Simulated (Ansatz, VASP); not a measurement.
**One calculation of Pt, two programs**

```
Pt
1.0
     2.76067    0.00000    0.00000
    -1.38033    2.39081    0.00000
     0.00000    0.00000    4.79213
Pt
2
Direct
  0.33333 0.66667 0.25000
  0.66667 0.33333 0.75000
```

Alike in both runs: task single point; functional PBEsol-based global hybrid with a share of 0.25 of exact exchange; k mesh 6 × 6 × 3; occupations fermi-dirac, width 0.05 eV; no spin polarisation.

```csv
,VASP,Ansatz
version,VASP 6.6.1,Ansatz 0.2.0
potentials or method,"VASP PAW PBE potentials, release 64 (Pt)",Ansatz PAW
plane-wave cutoff (eV),520,420
valence electrons in the cell,20,36
```

|  | VASP | Ansatz | Ansatz less VASP |
| --- | --- | --- | --- |
| gap on the k mesh at the Fermi level (eV) | none | none | - |
| pressure (GPa) | -17.0 | -17.2 | -0.13 |
| traceless stress, the component that is largest in VASP (GPa) | 1.86 | 1.88 | +0.022 |

VASP's potentials were made for PBE, not for PBEsol-based global hybrid. A gap of «none» marks a metal or a gap that the smearing closes. VASP's potentials hold 20 valence electrons a cell and Ansatz's 36, so a difference there can come from the potentials and not from the codes.

The k mesh is coarse, so the values compare programs but aren't converged. Neither program's run includes spin-orbit coupling.
